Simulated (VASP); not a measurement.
Input of a VASP 6.6.1 run:

The input INCAR:

```
PREC     = Accurate       # precision mode
ENCUT    = 520            # plane-wave cutoff, eV
EDIFF    = 1E-7           # SCF threshold, eV
ISMEAR   = -1             # smearing method
SIGMA    = 0.02           # smearing width, eV
LREAL    = Auto         
LASPH    = T              # aspherical terms in the spheres
NELM     = 100            # most SCF steps
ALGO     = Normal         # electronic algorithm
ISIF     = 2              # what is computed and relaxed
LWAVE    = F              # write WAVECAR
LCHARG   = F              # write CHGCAR
GGA      = PS             # functional
IBRION   = 2              # ionic algorithm
NSW      = 35             # ionic steps
EDIFFG   = -0.3           # ionic threshold
```

File KPOINTS:

```
regular mesh
0
Gamma
  1 1 1
```

File POSCAR:

```
H6C2O
1.0
    6.7708090000      0.0000000000      0.0000000000
    0.0000000000      6.7708090000      0.0000000000
    0.0000000000      0.0000000000      6.7708090000
C O H
8 4 24
Direct
    0.3693991000      0.5163243000      0.7264910000
    0.3798330000      0.7262478000      0.8019035000
    0.7602775000      0.3341909000      0.3014094000
    0.5458985000      0.2823268000      0.2665448000
    0.1550795000      0.1051458000      0.7804762000
   -0.0220740000      0.2084972000      0.8687874000
    0.0956039000      0.8469605000      0.2765963000
    0.0645526000      0.6319254000      0.3281666000
    0.5739699000      0.7549699000      0.8786809000
    0.5371168000      0.1723912000      0.0869734000
   -0.1358662000      0.2843915000      0.7084744000
   -0.0031612000      0.6251495000      0.5276103000
    0.5820187000      0.8896179000      0.9275193000
    0.3490738000      0.8305536000      0.6813475000
    0.2678037000      0.7499367000      0.9170028000
    0.2232887000      0.4848880000      0.6653479000
    0.4799356000      0.4934837000      0.6113397000
    0.3987620000      0.4129623000      0.8467155000
    0.3997555000      0.1384009000      0.0633804000
    0.4885528000      0.1950793000      0.3908787000
    0.4566279000      0.4175460000      0.2562432000
    0.7769669000      0.4190958000      0.4377457000
    0.8484553000      0.1996770000      0.3128330000
    0.8165683000      0.4218799000      0.1783572000
   -0.2501254000      0.3511173000      0.7639052000
   -0.1092046000      0.1041198000      0.9575184000
    0.0263538000      0.3280952000      0.9673301000
    0.2487812000      0.0433486000      0.8965627000
    0.1066679000     -0.0143553000      0.6836484000
    0.2420656000      0.2093544000      0.6934485000
   -0.0235246000      0.4873822000      0.5620424000
   -0.0442506000      0.5654731000      0.2276403000
    0.2035431000      0.5497394000      0.3112350000
    0.1478580000      0.8621762000      0.1245668000
   -0.0428818000      0.9280443000      0.2923109000
    0.2046180000      0.9123293000      0.3758065000
```

Potentials or basis: VASP PAW PBE potentials, release 64 (C, O, H).

Run with:

```console
$ cat potpaw_PBE.64/C/POTCAR potpaw_PBE.64/O/POTCAR potpaw_PBE.64/H/POTCAR > POTCAR
$ mpirun -np 1 vasp_gam > vasp.out
```

Q: Predict the band gap on the k mesh.

A: 4.99 eV.

Q: Estimate the energy gained by relaxing.

A: 27.3 meV/atom.

Forces on the atoms (eV/Å):
```
C    0.094  0.068 -0.009
C   -0.021 -0.083 -0.050
C   -0.023  0.081  0.038
C    0.097 -0.022 -0.070
C   -0.011 -0.059 -0.105
C   -0.080  0.004 -0.103
C   -0.099  0.046  0.123
C   -0.167 -0.012  0.003
O   -0.024  0.138  0.113
O    0.032 -0.144 -0.231
O    0.148 -0.080 -0.168
O    0.117  0.082  0.009
H    0.150 -0.237  0.098
H    0.045 -0.036 -0.045
H   -0.075  0.005  0.066
H   -0.051  0.027 -0.040
H    0.108  0.044  0.043
H    0.064  0.071  0.033
H    0.099 -0.073  0.033
H    0.029  0.049  0.084
H    0.016  0.106  0.117
H   -0.003 -0.054 -0.039
H   -0.222  0.172 -0.088
H   -0.152 -0.022  0.139
H   -0.170  0.174  0.047
H    0.046  0.051  0.026
H    0.010 -0.027  0.013
H    0.104 -0.150  0.045
H   -0.101  0.055 -0.064
H   -0.106  0.031 -0.071
H    0.000 -0.058  0.172
H   -0.075 -0.106 -0.136
H    0.113  0.028  0.112
H    0.062 -0.129 -0.167
H   -0.071 -0.030 -0.022
H    0.117  0.089  0.094
```

Caveat: the k points lie up to 0.93 Å⁻¹ apart; the PAW data sets were made with another functional, which shifts forces and pressure a little; the relaxation stopped at a loose force limit of 0.3 eV/Å, so its end isn't a converged minimum.
